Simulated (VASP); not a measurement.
Na, 1 atom in the cell. It takes space group I4/mmm (No. 139, tetragonal). Conventional cell: a = 4.171 Å, b = 4.171 Å, c = 4.235 Å, α = 90.00°, β = 90.00°, γ = 90.00°. Na (site symmetry 4/mmm) has 14 Na at 3.63 to 4.24 Å within 4.8 Å.  This cell differs from its parent crystal: strain -0.0150 x Voigt [1, 1, 0, 0, 0, 0].

```yaml
Program: VASP 6.6.1
Task: single point
Functional: PBEsol
Potentials_or_basis: VASP PAW PBE potentials, release 64 (Na_pv)
Cutoff: 520 eV
k_mesh: 16 × 16 × 16
Occupations: gaussian, width 0.15 eV
Spin: no spin polarisation
Dipole_correction: no
Further_INCAR_settings: ALGO = Normal; EDIFF = 1e-07; NBANDS = 10
```

Potentials or basis: VASP PAW PBE potentials, release 64 (Na_pv).

Launch:

```sh
$ cat potpaw_PBE.64/Na_pv/POTCAR > POTCAR
$ mpirun -np 1 vasp_std > vasp.out
```

Hardware: 1 thread of Intel Xeon 8259CL, on a shared host.

Task: How long does it take, and how much memory?

Result: It took 110 s on 1 thread of Intel Xeon 8259CL (shared host), peak memory 0.23 GiB. Counts: scf iterations 10, k points 349.
